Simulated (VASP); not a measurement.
Input of a VASP 6.6.1 run:

INCAR

```
PREC = Accurate
ENCUT = 520
EDIFF = 1E-6
ISMEAR = -1
SIGMA = 0.05
LREAL = F
LASPH = T
NELM = 100
ALGO = Normal
ISIF = 2
LWAVE = F
LCHARG = F
GGA = PE
NBANDS = 16
```

File KPOINTS:

```
regular mesh
0
Gamma
  11 11 11
```

The input POSCAR:

```
InP
1.0
    0.0000000000      2.8550000000      2.8550000000
    2.8550000000      0.0000000000      2.8550000000
    2.8550000000      2.8550000000      0.0000000000
In P
1 1
Direct
    0.0000000000      0.0000000000      0.0000000000
    0.5000000000      0.5000000000      0.5000000000
```

Potentials or basis: VASP PAW PBE potentials, release 64 (In_d, P).

Launch:

```console
$ cat potpaw_PBE.64/In_d/POTCAR potpaw_PBE.64/P/POTCAR > POTCAR
$ mpirun -np 1 vasp_std > vasp.out
```

Problem. Estimate the band gap on the k mesh.

Solution. Zero (band 9 reaches 6.24 eV, above the bottom of band 10 at 3.95 eV).

Problem. What does it give for the pressure?

Solution. -5.4 GPa.

Caveat: spin-orbit coupling is left out, which moves the levels of the heavy elements.
